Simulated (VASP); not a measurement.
# CsPbCl3 (Pm-3m) in VASP: a series of runs, part 2 of 2

VASP 6.6.1. Earlier steps stand in the parts before.

## Step 4: Single point, PBEsol (volume scaled by 1.06)

INCAR reads:

```
SYSTEM = CsPbCl3
PREC = Accurate ; ENCUT = 520
EDIFF = 1E-6 ; ISMEAR = 0
SIGMA = 0.02 ; LREAL = .FALSE.
LASPH = .TRUE. ; NELM = 100
ALGO = Normal ; ISIF = 2
LWAVE = .FALSE. ; LCHARG = .TRUE.
GGA = PS ; LELF = .TRUE.
LVHAR = .TRUE. ; NBANDS = 30
```

KPOINTS reads:

```
regular mesh
0
G
  6 6 6
  0 0 0
```

POSCAR reads:

```
CsPbCl3
1.0
    5.7288509938      0.0000000000      0.0000000000
    0.0000000000      5.7288509938      0.0000000000
    0.0000000000      0.0000000000      5.7288509938
Cs Pb Cl
1 1 3
Direct
    0.0000000000      0.0000000000      0.0000000000
    0.5000000000      0.5000000000      0.5000000000
    0.5000000000      0.5000000000      0.0000000000
    0.0000000000      0.5000000000      0.5000000000
    0.5000000000      0.0000000000      0.5000000000
```

Potentials or basis: VASP PAW PBE potentials, release 64 (Cs_sv, Pb_d, Cl).

On the command line:

```console
> cat potpaw_PBE.64/Cs_sv/POTCAR potpaw_PBE.64/Pb_d/POTCAR potpaw_PBE.64/Cl/POTCAR > POTCAR
> mpirun -np 1 vasp_std > vasp.out
```

OUTCAR:

```text
SYSTEM = CsPbCl3
   PREC = Accurate
   ENCUT = 520
   EDIFF = 1E-6
   ISMEAR = 0
   LREAL = .FALSE.
   LASPH = .TRUE.
   NELM = 100
   ISIF = 2
   GGA = PS

 ion  position               nearest neighbor table
   1  0.000  0.000  0.000-
   2  0.500  0.500  0.500-   3 2.86   4 2.86   5 2.86   3 2.86   5 2.86   4 2.86
   3  0.500  0.500  0.000-   2 2.86   2 2.86
   4  0.000  0.500  0.500-   2 2.86   2 2.86
   5  0.500  0.000  0.500-   2 2.86   2 2.86

  LATTYP: Found a simple cubic cell.
 ALAT       =     5.7288509938

  Lattice vectors:

 A1 = (   5.7288509938,   0.0000000000,   0.0000000000)
 A2 = (   0.0000000000,   5.7288509938,   0.0000000000)
 A3 = (   0.0000000000,   0.0000000000,   5.7288509938)

Analysis of symmetry for initial positions (statically):
=====================================================================
 Subroutine PRICEL returns:
 Original cell was already a primitive cell.

 Routine SETGRP: Setting up the symmetry group for a
 simple cubic supercell.

 Subroutine GETGRP returns: Found 48 space group operations
 (whereof 48 operations were pure point group operations)
 out of a pool of 48 trial point group operations.

The static configuration has the point symmetry O_h .

Analysis of symmetry for dynamics (positions and initial velocities):
=====================================================================
 Subroutine PRICEL returns:
 Original cell was already a primitive cell.

 Routine SETGRP: Setting up the symmetry group for a
 simple cubic supercell.

 Subroutine GETGRP returns: Found 48 space group operations
 (whereof 48 operations were pure point group operations)
 out of a pool of 48 trial point group operations.

The dynamic configuration has the point symmetry O_h .

 Subroutine INISYM returns: Found 48 space group operations
 (whereof 48 operations are pure point group operations),
 and found     1 'primitive' translations

----------------------------------------------------------------------------------------

                                     Primitive cell

  volume of cell :     188.0194

  direct lattice vectors                    reciprocal lattice vectors
     5.728850994  0.000000000  0.000000000     0.174555072  0.000000000  0.000000000
     0.000000000  5.728850994  0.000000000     0.000000000  0.174555072  0.000000000
     0.000000000  0.000000000  5.728850994     0.000000000  0.000000000  0.174555072

  length of vectors
     5.728850994  5.728850994  5.728850994     0.174555072  0.174555072  0.174555072

  position of ions in fractional coordinates (direct lattice)
     0.000000000  0.000000000  0.000000000
     0.500000000  0.500000000  0.500000000
     0.500000000  0.500000000  0.000000000
     0.000000000  0.500000000  0.500000000
     0.500000000  0.000000000  0.500000000

  ion indices of the primitive-cell ions
   primitive index   ion index
                 1           1
                 2           2
                 3           3
                 4           4
                 5           5

----------------------------------------------------------------------------------------

 KPOINTS: regular mesh

Automatic generation of k-mesh.
 Grid dimensions read from file:
 generate k-points for:    6    6    6

 Generating k-lattice:

  Cartesian coordinates                     Fractional coordinates (reciprocal lattice)
     0.029092512  0.000000000  0.000000000     0.166666667  0.000000000  0.000000000
     0.000000000  0.029092512  0.000000000     0.000000000  0.166666667  0.000000000
     0.000000000  0.000000000  0.029092512     0.000000000  0.000000000  0.166666667

  Length of vectors
     0.029092512  0.029092512  0.029092512

  Shift w.r.t. Gamma in fractional coordinates (k-lattice)
     0.000000000  0.000000000  0.000000000

 Subroutine IBZKPT returns following result:
 ===========================================

 Found     20 irreducible k-points:

 Following reciprocal coordinates:
            Coordinates               Weight
  0.000000  0.000000  0.000000      1.000000
  0.166667  0.000000  0.000000      6.000000
  0.333333  0.000000  0.000000      6.000000
  0.500000  0.000000  0.000000      3.000000
  0.166667  0.166667  0.000000     12.000000
  0.333333  0.166667  0.000000     24.000000
[... 12 lines left out ...]
  0.500000  0.500000  0.333333      6.000000
  0.500000  0.500000  0.500000      1.000000
   k-points           NKPTS =     20   k-points in BZ     NKDIM =     20   number of bands    NBANDS=     30
   number of dos      NEDOS =    301   number of ions     NIONS =      5
   total plane-waves  NPLWV = 110592
   dimension x,y,z NGX =    48 NGY =   48 NGZ =   48
   dimension x,y,z NGXF=    96 NGYF=   96 NGZF=   96
   ions per type =               1   1   3
   NGX,Y,Z   is equivalent  to a cutoff of  13.93, 13.93, 13.93 a.u.
   NGXF,Y,Z  is equivalent  to a cutoff of  27.86, 27.86, 27.86 a.u.
 SYSTEM =  CsPbCl3
   PREC   = accura    normal or accurate (medium, high low for compatibility)
   ISTART =      0    job   : 0-new  1-cont  2-samecut
   ICHARG =      2    charge: 1-file 2-atom 10-const
   ISPIN  =      1    spin polarized calculation?
   LNONCOLLINEAR =      F non collinear calculations
   LSORBIT =      F    spin-orbit coupling
   LASPH  =      T    aspherical Exc in radial PAW
   ENCUT  =  520.0 eV  38.22 Ry    6.18 a.u.  10.65 10.65 10.65*2*pi/ulx,y,z
   NELM   =    100;   NELMIN=  2; NELMDL= -5     # of ELM steps
   EDIFF  = 0.1E-05   stopping-criterion for ELM
   LREAL  =      F    real-space projection
[... 7 lines left out ...]
   TEBEG  =    0.0;   TEEND  =   0.0 temperature during run
   PSTRESS=    0.0 pullay stress
   NELECT =      44.0000    total number of electrons
   NUPDOWN=      -1.0000    fix difference up-down
   EMIN   =  10.00;   EMAX   =-10.00  energy-range for DOS
   EFERMI =   0.00;   METHOD = LEGACY
   ISMEAR =     0;   SIGMA  =   0.02  broadening in eV -4-tet -1-fermi 0-gaus
   EFERMI_NEDOS =   21; number of points for ismear=-14 and -15
   IALGO  =     38    algorithm
   IMIX   =      4    mixing-type and parameters
     AMIX     =   0.40;   BMIX     =  1.00
     AMIX_MAG =   1.60;   BMIX_MAG =  1.00
  volume/ion in A,a.u.               =      37.60       253.76
  Fermi-wavevector in a.u.,A,eV,Ry     =   1.008846  1.906442 13.847604  1.017770
  Thomas-Fermi vector in A             =   2.141738
   LORBIT       =      0    0 simple, 1 ext, 2 COOP (PROOUT), +10 PAW based schemes
   GGA     = PS    functional components
   LHFCALC =     F    Hartree Fock is set to
   AEXX    =    0.0000 exact exchange contribution
   IVDW    =     0    specifies the selected vdW correction
   LEPSILON=     F    determine dielectric tensor
   LRPA    =     F    only Hartree local field effects (RPA)
 non-spin polarized calculation
 Gauss-broadening in eV      SIGMA  =   0.02
  energy-cutoff  :      520.00
  volume of cell :      188.02
 maximum number of plane-waves:      5105
 NGX is ok and might be reduce to    48
   NGX = 21   NGY = 21   NGZ = 21

 number of electron      44.0000011 magnetization

 Free energy of the ion-electron system (eV)
  ---------------------------------------------------
  ext. energy  EPLUGINS =         0.00000000
  ---------------------------------------------------
  free energy    TOTEN  =       -18.33850681 eV

  energy without entropy =      -18.33850681  energy(sigma->0) =      -18.33850681

 E-fermi :   1.0042     XC(G=0):  -7.7174

 val. band max:        0.9098309337   @ k =   0.5000   0.5000   0.5000
 cond. band min:       2.9841728019   @ k =   0.5000   0.5000   0.5000
 fundamental gap:      2.0743418682
 Fermi energy:         1.0042053246

 k-point     1 :       0.0000    0.0000    0.0000
  band No.  band energies     occupation
      1     -20.1140      2.00000
      2     -15.5614      2.00000
      3     -15.5614      2.00000
      4     -15.3922      2.00000
      5     -15.3922      2.00000
      6     -15.3922      2.00000
[... 22 lines left out ...]
     29       6.8891      0.00000
     30       6.8891      0.00000
[... 596 lines left out ...]
  band No.  band energies     occupation
      1     -20.1102      2.00000
      2     -15.4415      2.00000
      3     -15.4415      2.00000
      4     -15.3943      2.00000
      5     -15.3943      2.00000
      6     -15.3943      2.00000
[... 22 lines left out ...]
     29       6.7527      0.00000
     30       7.9550      0.00000

------------------------ aborting loop because EDIFF is reached ----------------------------------------

  FORCE on cell =-STRESS in cart. coord.  units (eV):
  Direction    XX          YY          ZZ          XY          YZ          ZX
  --------------------------------------------------------------------------------------
  -------------------------------------------------------------------------------------
  Total       -1.5336578     -1.5336578     -1.5336578     -0.0000000     -0.0000000     -0.0000000
  in kB      -13.0688232    -13.0688232    -13.0688232     -0.0000000     -0.0000000     -0.0000000
  external PRESSURE =     -13.0688232 kB  Pullay stress =       0.0000000 kB

 VOLUME and BASIS-vectors are now :
 -----------------------------------------------------------------------------
  energy-cutoff  :      520.00
  volume of cell :      188.02
      direct lattice vectors                 reciprocal lattice vectors
     5.728850994  0.000000000  0.000000000     0.174555072  0.000000000  0.000000000
     0.000000000  5.728850994  0.000000000     0.000000000  0.174555072  0.000000000
     0.000000000  0.000000000  5.728850994     0.000000000  0.000000000  0.174555072

 POSITION                                       TOTAL-FORCE (eV/Angst)
 -----------------------------------------------------------------------------------
      0.00000      0.00000      0.00000         0.000000      0.000000      0.000000
      2.86443      2.86443      2.86443         0.000000      0.000000      0.000000
      2.86443      2.86443      0.00000         0.000000      0.000000      0.000000
      0.00000      2.86443      2.86443         0.000000      0.000000      0.000000
      2.86443      0.00000      2.86443         0.000000      0.000000      0.000000
 -----------------------------------------------------------------------------------
    total drift:                                0.000000     -0.000000     -0.000000

  FREE ENERGIE OF THE ION-ELECTRON SYSTEM (eV)
  ---------------------------------------------------
  free  energy   TOTEN  =       -18.3385068117 eV

  energy  without entropy=      -18.3385068117  energy(sigma->0) =      -18.33850681
```

stdout:

```text
POSCAR found type information on POSCAR CsPbCl
 POSCAR found :  3 types and       5 ions
 scaLAPACK will be used
 -----------------------------------------------------------------------------
|                                                                             |
|                                                                             |
|     You enforced a specific xc type in the INCAR file but a different       |
|     I HOPE YOU KNOW WHAT YOU ARE DOING!                                     |
|                                                                             |
 -----------------------------------------------------------------------------

 LDA part: xc-table for (Slater+PW92), standard interpolation
 POSCAR, INCAR and KPOINTS ok, starting setup
 FFT: planning ... GRIDC
 FFT: planning ... GRID_SOFT
 FFT: planning ... GRID
 WAVECAR not read
 entering main loop
```

Wall time 1.8 min (1 thread of Intel Xeon Platinum 8259CL at 2.50GHz (Skylake/Cascade Lake), shared host); peak memory 0.38 GiB.

What came out:

- Free energy: -18.3385 eV
- Pressure: -1.3 GPa
- Band gap on the k mesh: 2.07 eV, direct

Caveat: the PAW data sets were made with another functional, which shifts forces and pressure a little; spin-orbit coupling is left out, which moves the levels of the heavy elements.

## Step 5: The runs side by side

| cell | gap on the mesh (eV) | pressure (GPa) |
| --- | --- | --- |
| a = 5.619 Å, 5 atoms | 1.84 | 0.0 |
| a = 5.674 Å, 5 atoms | 1.96 | -0.7 |
| a = 5.729 Å, 5 atoms | 2.07 | -1.3 |

Alike in all rows: task single point; level PBEsol; potentials or basis VASP PAW PBE potentials, release 64 (Cs_sv, Pb_d, Cl); no spin polarisation; k mesh 6 × 6 × 6; cutoff (eV) 520; smearing gaussian 0.02 eV.

Caveats: the PAW data sets were made with another functional, which shifts forces and pressure a little; spin-orbit coupling is left out, which moves the levels of the heavy elements.

Total energies depend on the potentials used, so only differences within one code and one set of settings carry meaning.
